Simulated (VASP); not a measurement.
Rh:

```xyz
1
Lattice="0.0000 1.9016 1.9016 1.9016 0.0000 1.9016 1.9016 1.9016 0.0000" Properties=species:S:1:pos:R:3 pbc="T T T"
Rh    0.0000    0.0000    0.0000
```

Base run:

| Property | Result |
| --- | --- |
| Program | VASP 6.6.1 |
| Functional | r2SCAN |
| Potentials or basis | VASP PAW PBE potentials, release 64 (Rh_pv) |
| Cutoff | 520 eV |
| k mesh | 8 × 8 × 8 |
| Occupations | gaussian, width 0.15 eV |
| Spin | no spin polarisation |

Its results: pressure 1.4 GPa.

Problem. The run is repeated on the same cell with these changes: potentials or basis from VASP PAW PBE potentials, release 64 (Rh_pv) to VASP PAW PBE potentials, release 64 (Rh_sv_GW); cutoff from 520 eV to 580 eV; valence electrons from 15 to 17. What comes out?

Solution. Pressure -1.4 GPa.

Caveats: the PAW data sets were made with another functional, which shifts forces and pressure a little.
